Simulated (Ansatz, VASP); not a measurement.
InSb in VASP and in Ansatz

INCAR

```
SYSTEM = InSb
PREC = Accurate ; ENCUT = 520
EDIFF = 1E-7 ; ISMEAR = -1
SIGMA = 0.05 ; LREAL = .FALSE.
LASPH = .TRUE. ; NELM = 60
ALGO = Normal ; ISIF = 2
LWAVE = .FALSE. ; LCHARG = .FALSE.
GGA = PE ; NBANDS = 16
```

Contents of KPOINTS:

```
regular mesh
0
G
  11 11 11
  0 0 0
```

POSCAR

```
InSb
1.0
    0.0000000000      3.0122404829      3.0122404829
    3.0122404829      0.0000000000      3.0122404829
    3.0122404829      3.0122404829      0.0000000000
In Sb
1 1
Direct
    0.0000000000      0.0000000000      0.0000000000
    0.5000000000      0.5000000000      0.5000000000
```

Input for Ansatz:

```yaml
crystal:
  lattice:
    - [0.0, 3.0122404829, 3.0122404829]
    - [3.0122404829, 0.0, 3.0122404829]
    - [3.0122404829, 3.0122404829, 0.0]
  atoms:
    - { symbol: In, position: [0.0, 0.0, 0.0] }
    - { symbol: Sb, position: [0.5, 0.5, 0.5] }
kpoints:
  mp_grid: { grid: [11, 11, 11] }
scf:
  occupations: { method: fermi_dirac, width: 0.05 }
hamiltonian:
  xc: pbe
  pseudopotentials: { kind: all_electron, lapw: { basis_error: 0.001 } }
output:
  forces: true
  stress: true
  eigenvalues: true
  populations: true
```

Change from the starting cell: volume scaled by 0.94, LAPW.

Alike in both runs: task single point; functional PBE; k mesh 11 × 11 × 11; occupations fermi-dirac, width 0.05 eV; no spin polarisation.

```csv
,VASP,Ansatz
version,VASP 6.6.1,Ansatz 0.2.0
potentials or method,"VASP PAW PBE potentials, release 64 (In_d, Sb), cutoff 520 eV","all-electron LAPW, scalar-relativistic"
```

```tsv
	VASP	Ansatz	Ansatz less VASP
pressure (GPa)	3.4	3.4	+0.03
```

Ansatz ran all-electron here, and VASP with PAW potentials.

Neither program's run includes spin-orbit coupling.
